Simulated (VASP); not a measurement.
Runs of VASP 6.6.1 on SnSe2. The structure is that of space group P-3m1 (No. 164), or close to it. The cells are those of the table. 

```csv
task,cell,k mesh,cutoff (eV),gap on the mesh (eV),pressure (GPa),largest force (eV/Å)
single point,"a = 3.819, b = 3.819, c = 6.146 Å, angles 90.0, 90.0, 120.0°, 3 atoms",12 × 12 × 6,520,0.48,0.1,0.02
relaxation of cell and atoms,"relaxed from a = 3.819, b = 3.819, c = 6.146 Å, angles 90.0, 90.0, 120.0°, 3 atoms",12 × 12 × 6,600,0.48,0.0,-
single point,"a = 3.819, b = 3.819, c = 6.146 Å, angles 90.0, 90.0, 120.0°, 3 atoms",9 × 9 × 6,520,0.48,0.1,0.02
single point,"a = 3.834, b = 3.834, c = 6.726 Å, angles 90.0, 90.0, 120.0°, 3 atoms",9 × 9 × 6,520,none,(a),1.58
```

Alike in all rows: level PBEsol; potentials or basis VASP PAW PBE potentials, release 64 (Sn_d, Se); no spin polarisation; smearing gaussian 0.02 eV.

Q: Estimate the missing entries.

A: (a) -6.6.

Caveats: the PAW data sets were made with another functional, which shifts forces and pressure a little; spin-orbit coupling is left out, which moves the levels of the heavy elements; this functional lacks dispersion, which binds the layers, so the pressure and a relaxed spacing across them are unreliable.

A k mesh can miss the band edges, and the runs leave out spin-orbit coupling on Se, Sn.

A gap of «none» marks levels without a gap at the run's occupations.
